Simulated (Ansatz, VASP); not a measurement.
TaN in VASP and in Ansatz

```
Ta N
1.0
     5.15616    0.00000    0.00000
    -2.57808    4.46537    0.00000
     0.00000    0.00000    2.88848
Ta N
3 3
Direct
  0.00000 0.00000 0.00000
  0.33333 0.66667 0.50000
  0.66667 0.33333 0.50000
  0.50000 0.00000 0.00000
  0.50000 0.50000 0.00000
  0.00000 0.50000 0.00000
```

Alike in both runs: task single point; functional r2SCAN; k mesh 5 × 5 × 8; occupations gaussian, width 0.1 eV; no spin polarisation.

```csv
,VASP,Ansatz
version,VASP 6.6.1,Ansatz 0.2.0
potentials or method,"VASP PAW PBE potentials, release 64 (Ta_sv_GW, N), cutoff 660 eV","plane waves, PAW"
valence electrons in the cell,54,54
```

```tsv
	VASP	Ansatz	Ansatz less VASP
pressure (GPa)	12.4	12.1	-0.28
traceless stress, the component that is largest in VASP (GPa)	0.95	0.81	-0.139
```

VASP's potentials were made for PBE, not for r2SCAN.

Spin-orbit coupling is off throughout.
